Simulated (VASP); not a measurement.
Crystal: Al2As.

```
Al As
1.0
     3.95113    0.00000    0.00000
     0.00000    3.95113    0.00000
     0.00000    0.00000    6.02864
Al As
4 2
Direct
  0.00000 0.00000 0.00000
  0.50000 0.50000 0.00000
  0.00000 0.50000 0.27000
  0.50000 0.00000 0.73000
  0.00000 0.50000 0.70000
  0.50000 0.00000 0.30000
```

- Program: VASP 6.6.1
- Task: relaxation of cell and atoms
- Functional: r2SCAN
- Potentials or basis: VASP PAW PBE potentials, release 64 (Al, As)
- Cutoff: 600 eV
- k mesh: 4 × 4 × 4
- Occupations: gaussian, width 0.1 eV
- Spin: no spin polarisation

At the start: pressure 16.1 GPa; volume 15.69 Å³/atom.

Task: How do energy, volume and symmetry change on relaxing?

Result: Over 20 steps the energy falls by 270.3 meV/atom and the volume is 17.55 Å³/atom (+11.9 %); space group P4/nmm (No. 129, to 0.1 Å) before and after.

Step by step:
```csv
step,energy change (eV),largest force (eV/Å),pressure (GPa),volume (Å³)
1,0.0000,2.2825,16.11,94.12
2,-0.9021,0.4158,-5.87,117.23
3,-1.0134,0.6625,-1.98,110.47
4,-1.0137,0.6792,-1.74,110.13
5,-1.1235,0.5174,-0.99,108.08
6,-1.3472,0.4080,2.83,101.98
7,-1.3892,0.4596,2.85,101.82
8,-1.4864,0.5666,3.34,101.23
9,-1.4317,0.7691,6.30,99.68
10,-1.4988,0.6837,4.02,100.67
11,-1.5652,0.4559,2.04,102.64
12,-1.6029,0.2078,-0.07,105.15
13,-1.6066,0.1296,-0.82,106.16
14,-1.6067,0.1199,-0.92,106.30
15,-1.6146,0.0831,-0.59,105.92
16,-1.6203,0.0762,-0.10,105.39
17,-1.6206,0.0834,0.04,105.24
18,-1.6206,0.0824,0.02,105.26
19,-1.6210,0.0680,0.02,105.27
20,-1.6219,0.0355,0.01,105.31
```

Final structure:
```xyz
6
Lattice="3.7894 0.0000 0.0000 0.0000 3.7894 0.0000 0.0000 0.0000 7.3341" Properties=species:S:1:pos:R:3 pbc="T T T"
Al    0.0000    0.0000    0.0000
Al    1.8947    1.8947    0.0000
Al    0.0000    1.8947    2.2908
Al    1.8947    0.0000    5.0433
As    0.0000    1.8947    4.9109
As    1.8947    0.0000    2.4232
```

Caveat: the k points lie up to 0.41 Å⁻¹ apart in the final cell, too coarse for converged energies and pressures of a metal; a cell axis changed by over 15 % at a fixed basis, so the end point is rough; the PAW data sets were made with another functional, which shifts forces and pressure a little.
